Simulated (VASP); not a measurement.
Crystal: W.

```
CELL_PARAMETERS angstrom
0.00000 2.01638 2.01638
2.01638 0.00000 2.01638
2.01638 2.01638 0.00000
ATOMIC_POSITIONS crystal
W 0.00000 0.00000 0.00000
```

Base run:

| Item | Value |
| --- | --- |
| Program | VASP 6.6.1 |
| Functional | PBEsol |
| Potentials or basis | VASP PAW PBE potentials, release 64 (W_sv) |
| Cutoff | 520 eV |
| k mesh | 11 × 11 × 11 |
| Occupations | fermi-dirac, width 0.05 eV |
| Spin | no spin polarisation |

Its results: band gap on the k mesh zero (band 7 reaches 13.01 eV, above the bottom of band 8 at 9.77 eV); pressure -6.8 GPa.

After a change of settings the same cell gave: band gap on the k mesh zero (band 7 reaches 13.16 eV, above the bottom of band 8 at 9.77 eV); pressure -10.9 GPa. Which change was it?
A. functional from PBEsol to r2SCAN
B. functional from PBEsol to PBE; further incar settings from ALGO = Normal; EDIFF = 1e-06; NBANDS = 13 to ALGO = Normal; EDIFF = 1e-07; NBANDS = 13
C. functional from PBEsol to LDA; potentials or basis from VASP PAW PBE potentials, release 64 (W_sv) to VASP PAW LDA potentials, release 64 (W_sv)

C.

Caveats: spin-orbit coupling is left out, which moves the levels of the heavy elements; the PAW data sets were made with another functional, which shifts forces and pressure a little (some runs).
